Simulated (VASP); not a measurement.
Wanted: the native input for a VASP 6.6.1 run.

```
Task                   : relaxation of the atoms
Functional             : r2SCAN
Potentials or basis    : VASP PAW PBE potentials, release 64 (B, N)
Cutoff                 : 520 eV
k mesh                 : 12 × 12 × 8
Occupations            : fermi-dirac, width 0.02 eV
Spin                   : no spin polarisation
Dipole correction      : no
Further INCAR settings : ALGO = Normal; EDIFF = 1e-07; IBRION = 2; EDIFFG = -0.01; NSW = 50
```

BN:

```
B N
1.0
     2.56025    0.00000    0.00000
    -1.28012    2.21724    0.00000
     0.00000    0.00000    4.23485
B N
2 2
Direct
  0.66667 0.33333 0.00016
  0.33333 0.66667 0.50016
  0.66667 0.33333 0.37484
  0.33333 0.66667 0.87484
```

One way to write it, as run:

POSCAR

```
BN
1.0
    2.5602465200      0.0000000000      0.0000000000
   -1.2801232600      2.2172385300      0.0000000000
    0.0000000000      0.0000000000      4.2348548400
B N
2 2
Direct
    0.6666666700      0.3333333300      0.0001583200
    0.3333333300      0.6666666700      0.5001583200
    0.6666666700      0.3333333300      0.3748416800
    0.3333333300      0.6666666700      0.8748416800
```

INCAR.step1

```
SYSTEM = BN
PREC = Accurate
ENCUT = 520
ISMEAR = -1
SIGMA = 0.02
LREAL = .False.
LASPH = .True.
NELM = 60
GGA = PE
ALGO = Normal
EDIFF = 1E-4
LWAVE = .True.
LCHARG = .False.
```

INCAR.step2

```
SYSTEM = BN
PREC = Accurate
ENCUT = 520
EDIFF = 1E-7
ISMEAR = -1
SIGMA = 0.02
LREAL = .False.
LASPH = .True.
NELM = 60
ALGO = Normal
ISIF = 2
LWAVE = .False.
LCHARG = .False.
METAGGA = R2SCAN
LMIXTAU = .True.
IBRION = 2
NSW = 50
EDIFFG = -0.01
ISTART = 1
```

KPOINTS

```
Automatic mesh
0
Gamma
  12 12 8
  0 0 0
```

Potentials or basis: VASP PAW PBE potentials, release 64 (B, N).

Run with:

```bash
$ cat potpaw_PBE.64/B/POTCAR potpaw_PBE.64/N/POTCAR > POTCAR
$ cp INCAR.step1 INCAR
$ mpirun -np 1 vasp_std > vasp.out
$ cp INCAR.step2 INCAR
$ mpirun -np 1 vasp_std > vasp.out
```

It gave:

```json
{
 "Pressure after relaxing": "-6.2 GPa",
 "Largest force after relaxing": "0.004 eV/Å",
 "Band gap on the k mesh": "5.75 eV, indirect (least direct gap 8.89 eV)"
}
```

Caveat: the relaxation stopped at its first step, so nothing moved; the PAW data sets were made with another functional, which shifts forces and pressure a little.

Run time: 60 s on 1 thread of Intel(R) Xeon(R) Platinum 8488C (Sapphire Rapids), with other jobs on the host, peak memory 0.15 GiB.
